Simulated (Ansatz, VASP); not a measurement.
SnSe2: VASP beside Ansatz

Contents of INCAR:

```
SYSTEM = SnSe2
PREC     = Accurate       ! precision mode
ENCUT    = 600            ! plane-wave cutoff, eV
EDIFF    = 1E-6           ! SCF threshold, eV
ISMEAR   = 0              ! smearing method
SIGMA    = 0.01           ! smearing width, eV
LREAL    = .False.        ! projectors in reciprocal space
LASPH    = .True.         ! aspherical terms in the spheres
NELM     = 100            ! most SCF steps
ALGO     = Normal         ! electronic algorithm
ISIF     = 3              ! what is computed and relaxed
LWAVE    = .False.        ! write WAVECAR
LCHARG   = .False.        ! write CHGCAR
GGA      = PE             ! functional
IVDW     = 13             ! dispersion correction
IBRION   = 2              ! ionic algorithm
NSW      = 60             ! ionic steps
EDIFFG   = -0.005         ! ionic threshold
```

The input KPOINTS:

```
Automatic mesh
0
Gamma
  6 6 4
  0 0 0
```

Contents of POSCAR:

```
SnSe2
1.0
    3.8110000000      0.0000000000      0.0000000000
   -1.9055000000      3.3004228100      0.0000000000
    0.0000000000      0.0000000000      6.1360000000
Sn Se
1 2
Direct
    0.0000000000      0.0000000000      0.0000000000
    0.3333333343      0.6666666687      0.2490000000
    0.6666666672      0.3333333343      0.7510000000
```

Input for Ansatz:

```yaml
crystal:
  lattice:
    - [3.811, 0.0, 0.0]
    - [-1.9055, 3.30042281, 0.0]
    - [0.0, 0.0, 6.136]
  atoms:
    - { symbol: Sn, position: [0.0, 0.0, 0.0] }
    - { symbol: Se, position: [0.3333333343433049, 0.6666666686866098, 0.24900000000000003] }
    - { symbol: Se, position: [0.6666666671716525, 0.3333333343433049, 0.751] }
basis:
  ecutwfc: 557.833418042754
kpoints:
  mp_grid:
    grid: [6, 6, 4]
hamiltonian:
  xc: pbe
  dispersion: d4
scf:
  occupations:
    method: fixed
relax:
  f_tol: 0.005
  max_steps: 40
  cell: {}
```

Alike in both runs: task relaxation of cell and atoms; functional PBE; dispersion D4; k mesh 6 × 6 × 4; no spin polarisation.

```csv
,VASP,Ansatz
version,VASP 6.6.1,Ansatz 0.2.0
potentials or method,"VASP PAW PBE potentials, release 64 (Sn_d, Se), cutoff 600 eV","plane waves, PAW"
occupations,"gaussian, width 0.01 eV",fixed
valence electrons in the cell,26,46
```

|  | VASP | Ansatz | Ansatz less VASP |
| --- | --- | --- | --- |
| relaxed volume (Å³/atom) | 25.56 | 25.55 | -0.014 |
| relaxed cell length with the largest relative difference (Å) | 5.994 | 5.999 | +0.0045 |

VASP's potentials hold 26 valence electrons a cell and Ansatz's 46, so a difference there can come from the potentials and not from the codes.
